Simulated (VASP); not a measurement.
# As (R-3m) in VASP: further runs

The runs below take As through single point, with LDA.

Everything below comes from runs of VASP 6.6.1. Logs are shortened: lines on timing, memory, paths and dates and some standing lists are left out, and cuts for length are marked.

## Step 1: The cell of the first run

Symmetry: R-3m, No. 166, trigonal system. The conventional cell has a = 3.760 Å, b = 3.760 Å, c = 9.983 Å, α = 90.00°, β = 90.00°, γ = 120.00°. As (site symmetry 3m) has 6 As at 2.52 to 2.99 Å within 3.3 Å.

## Step 2: Single point, LDA

Contents of INCAR:

```
SYSTEM = As
ALGO     = Normal         ! electronic algorithm
EDIFF    = 1E-6           ! SCF threshold, eV
ENCUT    = 500            ! plane-wave cutoff, eV
GGA_COMPAT= .False.      
ISIF     = 2              ! what is computed and relaxed
ISMEAR   = -1             ! smearing method
LASPH    = .True.         ! aspherical terms in the spheres
LCHARG   = .False.        ! write CHGCAR
LREAL    = .False.        ! projectors in reciprocal space
LWAVE    = .False.        ! write WAVECAR
NBANDS   = 12             ! bands
NELM     = 120            ! most SCF steps
PREC     = Accurate       ! precision mode
SIGMA    = 0.6            ! smearing width, eV
```

Contents of KPOINTS:

```
k-points
0
Gamma
  10 10 10
  0 0 0
```

Contents of POSCAR:

```
As
1.0
    1.8799878575      1.0854114956      3.3276505507
   -1.8799878575      1.0854114956      3.3276505507
    0.0000000000     -2.1708229912      3.3276505507
As
2
Direct
    0.7695128170      0.7695128170      0.7695128170
    0.2304871830      0.2304871830      0.2304871830
```

Potentials or basis: VASP PAW LDA potentials, release 64 (As).

Run with:

```
> cat potpaw_LDA.64/As/POTCAR > POTCAR
> mpirun -np 1 vasp_std > vasp.out
```

OUTCAR:

```text
SYSTEM = As
   EDIFF = 1E-6
   ENCUT = 500
   ISIF = 2
   ISMEAR = -1
   LASPH = .True.
   LREAL = .False.
   NELM = 120
   PREC = Accurate

 ion  position               nearest neighbor table
   1  0.770  0.770  0.770-   2 2.52   2 2.52   2 2.52
   2  0.230  0.230  0.230-   1 2.52   1 2.52   1 2.52

  LATTYP: Found a trigonal (rhomboedric) cell.
 ALAT       =     3.9731260547
 COS(alpha) =     0.5522089635

  Lattice vectors:

 A1 = (   1.8799878575,   1.0854114956,   3.3276505507)
 A2 = (  -1.8799878575,   1.0854114956,   3.3276505507)
 A3 = (   0.0000000000,  -2.1708229912,   3.3276505507)

Analysis of symmetry for initial positions (statically):
=====================================================================
 Subroutine PRICEL returns:
 Original cell was already a primitive cell.

 Routine SETGRP: Setting up the symmetry group for a
 trigonal (rhombohedral) supercell.

 Subroutine GETGRP returns: Found 12 space group operations
 (whereof 12 operations were pure point group operations)
 out of a pool of 12 trial point group operations.

The static configuration has the point symmetry D_3d.

Analysis of symmetry for dynamics (positions and initial velocities):
=====================================================================
 Subroutine PRICEL returns:
 Original cell was already a primitive cell.

 Routine SETGRP: Setting up the symmetry group for a
 trigonal (rhombohedral) supercell.

 Subroutine GETGRP returns: Found 12 space group operations
 (whereof 12 operations were pure point group operations)
 out of a pool of 12 trial point group operations.

The dynamic configuration has the point symmetry D_3d.

 Subroutine INISYM returns: Found 12 space group operations
 (whereof 12 operations are pure point group operations),
 and found     1 'primitive' translations

----------------------------------------------------------------------------------------

                                     Primitive cell

  volume of cell :      40.7416

  direct lattice vectors                    reciprocal lattice vectors
     1.879987857  1.085411496  3.327650551     0.265959165  0.153551595  0.100170775
    -1.879987857  1.085411496  3.327650551    -0.265959165  0.153551595  0.100170775
     0.000000000 -2.170822991  3.327650551     0.000000000 -0.307103191  0.100170775

  length of vectors
     3.973126055  3.973126055  3.973126055     0.323027172  0.323027172  0.323027172

  position of ions in fractional coordinates (direct lattice)
     0.769512817  0.769512817  0.769512817
     0.230487183  0.230487183  0.230487183

  ion indices of the primitive-cell ions
   primitive index   ion index
                 1           1
                 2           2

----------------------------------------------------------------------------------------

 KPOINTS: k-points

Automatic generation of k-mesh.
 Grid dimensions read from file:
 generate k-points for:   10   10   10

 Generating k-lattice:

  Cartesian coordinates                     Fractional coordinates (reciprocal lattice)
     0.026595916  0.015355160  0.010017077     0.100000000 -0.000000000  0.000000000
    -0.026595916  0.015355160  0.010017077    -0.000000000  0.100000000  0.000000000
     0.000000000 -0.030710319  0.010017077     0.000000000  0.000000000  0.100000000

  Length of vectors
     0.032302717  0.032302717  0.032302717

  Shift w.r.t. Gamma in fractional coordinates (k-lattice)
     0.000000000  0.000000000  0.000000000

 Subroutine IBZKPT returns following result:
 ===========================================

 Found    116 irreducible k-points:

 Following reciprocal coordinates:
            Coordinates               Weight
  0.000000  0.000000  0.000000      1.000000
  0.100000 -0.000000  0.000000      6.000000
  0.200000 -0.000000  0.000000      6.000000
  0.300000  0.000000  0.000000      6.000000
  0.400000  0.000000  0.000000      6.000000
  0.500000 -0.000000  0.000000      3.000000
[... 16 lines left out ...]
  0.300000  0.300000 -0.000000      6.000000
  0.400000  0.300000  0.000000     12.000000
 [... further k-points ...]
   k-points           NKPTS =    116   k-points in BZ     NKDIM =    116   number of bands    NBANDS=     12
   number of dos      NEDOS =    301   number of ions     NIONS =      2
   total plane-waves  NPLWV =  27000
   dimension x,y,z NGX =    30 NGY =   30 NGZ =   30
   dimension x,y,z NGXF=    60 NGYF=   60 NGZF=   60
   ions per type =               2
   NGX,Y,Z   is equivalent  to a cutoff of  12.55, 12.55, 12.55 a.u.
   NGXF,Y,Z  is equivalent  to a cutoff of  25.11, 25.11, 25.11 a.u.
 SYSTEM =  As
   PREC   = accura    normal or accurate (medium, high low for compatibility)
   ISTART =      0    job   : 0-new  1-cont  2-samecut
   ICHARG =      2    charge: 1-file 2-atom 10-const
   ISPIN  =      1    spin polarized calculation?
   LNONCOLLINEAR =      F non collinear calculations
   LSORBIT =      F    spin-orbit coupling
   LASPH  =      T    aspherical Exc in radial PAW
   ENCUT  =  500.0 eV  36.75 Ry    6.06 a.u.   7.24  7.24  7.24*2*pi/ulx,y,z
   NELM   =    120;   NELMIN=  2; NELMDL= -5     # of ELM steps
   EDIFF  = 0.1E-05   stopping-criterion for ELM
   LREAL  =      F    real-space projection
   EDIFFG = 0.1E-04   stopping-criterion for IOM
   NSW    =      0    number of steps for IOM
   IBRION =     -1    ionic relax: 0-MD 1-quasi-New 2-CG
   NFREE  =      0    steps in history (QN), initial steepest desc. (CG)
   ISIF   =      2    stress and relaxation
   ISYM   =      2    0-nonsym 1-usesym 2-fastsym
   POTIM  = 0.5000    time-step for ionic-motion
   TEBEG  =    0.0;   TEEND  =   0.0 temperature during run
   PSTRESS=    0.0 pullay stress
   NELECT =      10.0000    total number of electrons
   NUPDOWN=      -1.0000    fix difference up-down
   EMIN   =  10.00;   EMAX   =-10.00  energy-range for DOS
   EFERMI =   0.00;   METHOD = LEGACY
   ISMEAR =    -1;   SIGMA  =   0.60  broadening in eV -4-tet -1-fermi 0-gaus
   EFERMI_NEDOS =   21; number of points for ismear=-14 and -15
   IALGO  =     38    algorithm
   IMIX   =      4    mixing-type and parameters
     AMIX     =   0.40;   BMIX     =  1.00
     AMIX_MAG =   1.60;   BMIX_MAG =  1.00
  volume/ion in A,a.u.               =      20.37       137.47
  Fermi-wavevector in a.u.,A,eV,Ry     =   1.025011  1.936991 14.294939  1.050648
  Thomas-Fermi vector in A             =   2.158829
   LORBIT       =      0    0 simple, 1 ext, 2 COOP (PROOUT), +10 PAW based schemes
   GGA     = CA    functional components
   LHFCALC =     F    Hartree Fock is set to
   AEXX    =    0.0000 exact exchange contribution
   IVDW    =     0    specifies the selected vdW correction
   LEPSILON=     F    determine dielectric tensor
   LRPA    =     F    only Hartree local field effects (RPA)
 non-spin polarized calculation
  energy-cutoff  :      500.00
  volume of cell :       40.74
 maximum number of plane-waves:      1060
 NGX is ok and might be reduce to    30
   NGX = 15   NGY = 15   NGZ = 15

 number of electron      10.0000001 magnetization

 Free energy of the ion-electron system (eV)
  ---------------------------------------------------
  ext. energy  EPLUGINS =         0.00000000
  ---------------------------------------------------
  free energy    TOTEN  =       -11.13080787 eV

  energy without entropy =      -10.24605076  energy(sigma->0) =      -10.68842931

 E-fermi :   5.8439     XC(G=0): -10.4215

 val. band max:        5.7138760795   @ k =   0.3000   0.2000   0.2000
 cond. band min:       5.9019209990   @ k =   0.4000   0.2000   0.2000
 fundamental gap:      0.1880449195
 Fermi energy:         5.8438778740

 k-point     1 :       0.0000    0.0000    0.0000
  band No.  band energies     occupation
      1      -9.3383      2.00000
      2       0.5086      1.99973
      3       3.5974      1.95378
      4       3.8810      1.92687
      5       3.8810      1.92687
      6       8.1512      0.04185
      7       9.1807      0.00766
      8       9.1807      0.00766
      9      12.4739      0.00003
     10      12.4739      0.00003
     11      12.8958      0.00002
     12      14.5965      0.00000

 k-point     2 :       0.1000   -0.0000    0.0000
  band No.  band energies     occupation
      1      -9.2003      2.00000
      2      -0.0877      1.99990
      3       3.6132      1.95257
      4       3.8171      1.93402
      5       4.0503      1.90417
      6       8.2228      0.03723
      7       8.8750      0.01271
      8       8.9416      0.01138
      9      11.8468      0.00009
     10      12.4230      0.00003
     11      12.4577      0.00003
     12      15.5105      0.00000

 k-point     3 :       0.2000   -0.0000    0.0000
  band No.  band energies     occupation
      1      -8.7890      2.00000
      2      -1.4150      1.99999
      3       3.5273      1.95878
      4       3.6706      1.94794
      5       4.4613      1.81847
      6       7.8313      0.07030
      7       8.2173      0.03757
      8       8.2872      0.03351
      9      11.7477      0.00011
     10      12.4762      0.00003
     11      12.9903      0.00001
     12      17.4169      0.00000
[... 286 lines left out ...]
 k-point    23 :       0.3000    0.3000   -0.0000
  band No.  band energies     occupation
      1      -7.8531      2.00000
      2      -2.3218      2.00000
      3       1.2816      1.99900
      4       2.2136      1.99530
      5       2.8547      1.98637
      6       8.0619      0.04841
      7       9.8771      0.00241
      8      10.8403      0.00048
      9      11.8826      0.00009
     10      15.3074      0.00000
     11      15.7844      0.00000
     12      17.2480      0.00000

 k-point    24 :       0.4000    0.3000    0.0000
  band No.  band energies     occupation
      1      -7.2881      2.00000
      2      -3.0086      2.00000
      3       0.6601      1.99965
      4       1.9405      1.99701
      5       2.4435      1.99311
      6       8.3073      0.03242
      7      10.6773      0.00063
      8      10.9999      0.00037
      9      11.5869      0.00014
     10      16.7311      0.00000
     11      17.0855      0.00000
     12      17.9296      0.00000

 [... further k-points ...]

------------------------ aborting loop because EDIFF is reached ----------------------------------------

  FORCE on cell =-STRESS in cart. coord.  units (eV):
  Direction    XX          YY          ZZ          XY          YZ          ZX
  --------------------------------------------------------------------------------------
  -------------------------------------------------------------------------------------
  Total        0.4587077      0.4587077      0.4045770     -0.0000000      0.0000000      0.0000000
  in kB       18.0388222     18.0388222     15.9101165     -0.0000000      0.0000000      0.0000000
  external PRESSURE =      17.3292536 kB  Pullay stress =       0.0000000 kB

 VOLUME and BASIS-vectors are now :
 -----------------------------------------------------------------------------
  energy-cutoff  :      500.00
  volume of cell :       40.74
      direct lattice vectors                 reciprocal lattice vectors
     1.879987857  1.085411496  3.327650551     0.265959165  0.153551595  0.100170775
    -1.879987857  1.085411496  3.327650551    -0.265959165  0.153551595  0.100170775
     0.000000000 -2.170822991  3.327650551     0.000000000 -0.307103191  0.100170775

 POSITION                                       TOTAL-FORCE (eV/Angst)
 -----------------------------------------------------------------------------------
      0.00000      0.00000      7.68201         0.000000      0.000000     -0.398201
      0.00000      0.00000      2.30094         0.000000     -0.000000      0.398201
 -----------------------------------------------------------------------------------
    total drift:                               -0.000000      0.000000      0.000000

  FREE ENERGIE OF THE ION-ELECTRON SYSTEM (eV)
  ---------------------------------------------------
  free  energy   TOTEN  =       -11.1308078685 eV

  energy  without entropy=      -10.2460507588  energy(sigma->0) =      -10.68842931
```

Wall time 70 s (1 thread of Intel Xeon 8259CL, shared host); peak memory 0.17 GiB.

What came out:

- Free energy: -11.1308 eV
- Pressure: 1.7 GPa
- Largest force: 0.398 eV/Å
- Band gap on the k mesh: zero (band 5 reaches 5.96 eV, above the bottom of band 6 at 5.71 eV)

Forces in eV/Å, atoms in the order of the input:
```
As   0.000  0.000 -0.398
As   0.000  0.000  0.398
```

Levels at points of the mesh, in eV from the Fermi level:
| k point | band 1 | band 2 | band 3 | band 4 | band 5 | band 6 | band 7 | band 8 | band 9 | band 10 |
| --- | --- | --- | --- | --- | --- | --- | --- | --- | --- | --- |
| (0.00, 0.00, 0.00) | -15.18 | -5.34 | -2.25 | -1.96 | -1.96 | 2.31 | 3.34 | 3.34 | 6.63 | 6.63 |
| (0.50, 0.00, 0.00) | -12.27 | -11.27 | -2.44 | -2.24 | -0.16 | -0.13 | 0.41 | 1.01 | 9.64 | 10.26 |
| (0.50, 0.50, 0.00) | -12.21 | -9.42 | -6.32 | -4.30 | -4.24 | 1.69 | 5.99 | 6.95 | 8.03 | 10.99 |
| (0.50, 0.50, 0.50) | -13.42 | -10.36 | -1.59 | -1.59 | -0.51 | 0.48 | 0.48 | 1.73 | 8.70 | 11.06 |

## Step 3: Single point, LDA

Contents of INCAR:

```
PREC     = Accurate       # precision mode
ENCUT    = 500            # plane-wave cutoff, eV
EDIFF    = 1E-6           # SCF threshold, eV
ISMEAR   = -1             # smearing method
SIGMA    = 1.0            # smearing width, eV
LREAL    = F              # projectors in reciprocal space
LASPH    = T              # aspherical terms in the spheres
NELM     = 120            # most SCF steps
ALGO     = Normal         # electronic algorithm
ISIF     = 2              # what is computed and relaxed
LWAVE    = F              # write WAVECAR
LCHARG   = T              # write CHGCAR
GGA      = CA             # functional
LELF     = T              # ELF
LVHAR    = T            
NBANDS   = 12             # bands
GGA_COMPAT= F
```

Contents of KPOINTS:

```
regular mesh
0
Gamma
  10 10 10
```

POSCAR is that of step 2.

Potentials or basis: VASP PAW LDA potentials, release 64 (As).

Run with:

```
> cat potpaw_LDA.64/As/POTCAR > POTCAR
> mpirun -np 1 vasp_std > vasp.out
```

Run time: 73 s. Hardware: 1 thread of Intel Xeon 8259CL, shared host; peak memory 0.18 GiB.

Results (log left out):

| Item | Value |
| --- | --- |
| Free energy | -12.0102 eV |
| Pressure | 5.3 GPa |
| Largest force | 0.721 eV/Å |
| Band gap on the k mesh | zero (band 5 reaches 5.97 eV, above the bottom of band 6 at 5.69 eV) |

Forces on the atoms (eV/Å):
```
As   0.000  0.000 -0.721
As   0.000  0.000  0.721
```

Stress tensor (GPa, compression positive):
```
5.83 0.00 0.00
0.00 5.83 0.00
0.00 0.00 4.38
```

Levels at points of the mesh, in eV from the Fermi level:
```tsv
k point	band 3	band 4	band 5	band 6	band 7	band 8
(0.00, 0.00, 0.00)	-2.20	-1.91	-1.91	2.37	3.39	3.39
(0.50, 0.00, 0.00)	-2.39	-2.19	-0.10	-0.10	0.46	1.05
(0.50, 0.50, 0.00)	-6.28	-4.25	-4.19	1.75	6.04	7.00
(0.50, 0.50, 0.50)	-1.54	-1.54	-0.44	0.53	0.53	1.76
```

## Step 4: Single point, LDA

Contents of INCAR:

```
SYSTEM = As
PREC = Accurate
ENCUT = 500
EDIFF = 1E-6
ISMEAR = 0
SIGMA = 0.01
LREAL = .FALSE.
LASPH = .TRUE.
NELM = 120
ALGO = Normal
ISIF = 2
LWAVE = .FALSE.
LCHARG = .TRUE.
GGA = CA
LELF = .TRUE.
LVHAR = .TRUE.
NBANDS = 12
GGA_COMPAT = .FALSE.
```

Contents of KPOINTS:

```
regular mesh
0
G
  10 10 10
  0 0 0
```

POSCAR is that of step 3.

Run with:

```
> cat potpaw_LDA.64/As/POTCAR > POTCAR
> mpirun -np 1 vasp_std > vasp.out
```

Wall time 70 s (1 thread of Intel Xeon 8259CL, shared host); peak memory 0.18 GiB.

The run converged. Its results:

```
Free energy            : -10.7889 eV
Pressure               : 0.5 GPa
Largest force          : 0.060 eV/Å
Band gap on the k mesh : zero (band 5 reaches 5.96 eV, above the bottom of band 6 at 5.74 eV)
```

Forces on the atoms (eV/Å):
```
As   0.000  0.000 -0.060
As   0.000  0.000  0.060
```

Stress tensor (GPa, compression positive):
```
0.55 0.00 0.00
0.00 0.55 0.00
0.00 0.00 0.28
```

Levels at points of the mesh, in eV from the Fermi level:
```csv
k point,band 2,band 3,band 4,band 5,band 6,band 7,band 8,band 9
"(0.00, 0.00, 0.00)",-5.44,-2.35,-2.08,-2.08,2.19,3.22,3.22,6.52
"(0.50, 0.00, 0.00)",-11.38,-2.56,-2.34,-0.29,-0.23,0.30,0.90,9.53
"(0.50, 0.50, 0.00)",-9.54,-6.43,-4.41,-4.35,1.57,5.88,6.85,7.92
"(0.50, 0.50, 0.50)",-10.46,-1.71,-1.71,-0.63,0.36,0.36,1.64,8.58
```

## Step 5: Summary

| smearing | gap on the mesh (eV) | pressure (GPa) | largest force (eV/Å) |
| --- | --- | --- | --- |
| fermi-dirac 0.6 eV | none | 1.7 | 0.40 |
| fermi-dirac 1 eV | none | 5.3 | 0.72 |
| gaussian 0.01 eV | none | 0.5 | 0.06 |

Alike in all rows: task single point; level LDA; potentials or basis VASP PAW LDA potentials, release 64 (As); no spin polarisation; cell as given; k mesh 10 × 10 × 10; cutoff (eV) 500.

Every run on the cell as given and a fine mesh finds a metal.

Total energies depend on the potentials used, so only differences within one code and one set of settings carry meaning.
